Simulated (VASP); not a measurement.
A run of VASP 6.6.1:

The input INCAR:

```
SYSTEM = Cl
ALGO = Normal
EDIFF = 1E-7
ENCUT = 520
GGA = CA
ISIF = 2
ISMEAR = 1
LASPH = .True.
LCHARG = .False.
LREAL = .False.
LWAVE = .False.
NBANDS = 22
NELM = 60
PREC = Accurate
SIGMA = 0.05
```

The input KPOINTS:

```
k-points
0
Gamma
  6 6 3
  0 0 0
```

File POSCAR:

```
Cl
1.0
    3.0899788614     -1.8601628363      0.0000000000
    3.0899788614      1.8601628363      0.0000000000
    0.0000000000      0.0000000000      7.7902144192
Cl
4
Direct
    0.8623296492      0.1376703508      0.1133422279
    0.6376703508      0.3623296492      0.6133422279
    0.1376703508      0.8623296492      0.8866577721
    0.3623296492      0.6376703508      0.3866577721
```

Potentials or basis: VASP PAW LDA potentials, release 64 (Cl).

Run with:

```sh
$ cat potpaw_LDA.64/Cl/POTCAR > POTCAR
$ mpirun -np 1 vasp_std > vasp.out
```

Hardware: 1 thread of Intel(R) Xeon(R) 6975P-C (Granite Rapids), on a shared host.

How long does it take, and how much memory?

Run time: 18 s on 1 thread of Intel(R) Xeon(R) 6975P-C (Granite Rapids), with other jobs on the host, peak memory 0.17 GiB. Counts: scf iterations 14, k points 26.
